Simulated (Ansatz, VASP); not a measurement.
## One calculation of SiP5, two programs

```
Si P
1.0
     4.73775    0.00000    0.00000
    -2.36888    4.10302    0.00000
     0.00000    0.00000    4.75208
Si P
1 5
Direct
  0.00000 0.00000 0.50000
  0.50535 0.00000 0.00000
  0.66667 0.33333 0.50000
  0.49465 0.49465 0.00000
  0.33333 0.66667 0.50000
  0.00000 0.50535 0.00000
```

Change from the starting cell: species swapped into the SrMg5 type (P-62m, No. 189).

Alike in both runs: functional PBE; k mesh 3 × 3 × 3; occupations gaussian, width 0.2 eV; no spin polarisation.

Ansatz relaxed the structure, and its values are those at the end. VASP's run is a single point on that final structure, the one shown.

|  | VASP | Ansatz |
| --- | --- | --- |
| version | VASP 6.6.1 | Ansatz 0.2.0 |
| potentials or method | VASP PAW PBE potentials, release 64 (Si, P), cutoff 500 eV | scalar-relativistic, plane waves, PAW |
| valence electrons in the cell | 29 | 29 |

```tsv
	VASP	Ansatz	Ansatz less VASP
gap on the k mesh at the Fermi level (eV)	none	none	-
pressure (GPa)	-0.5	-0.3	+0.20
```

A gap of «none» marks a metal or a gap that the smearing closes. With one functional, cell and mesh, what is left measures potentials, basis and numerics.

The k mesh is coarse, so the values compare programs but aren't converged.
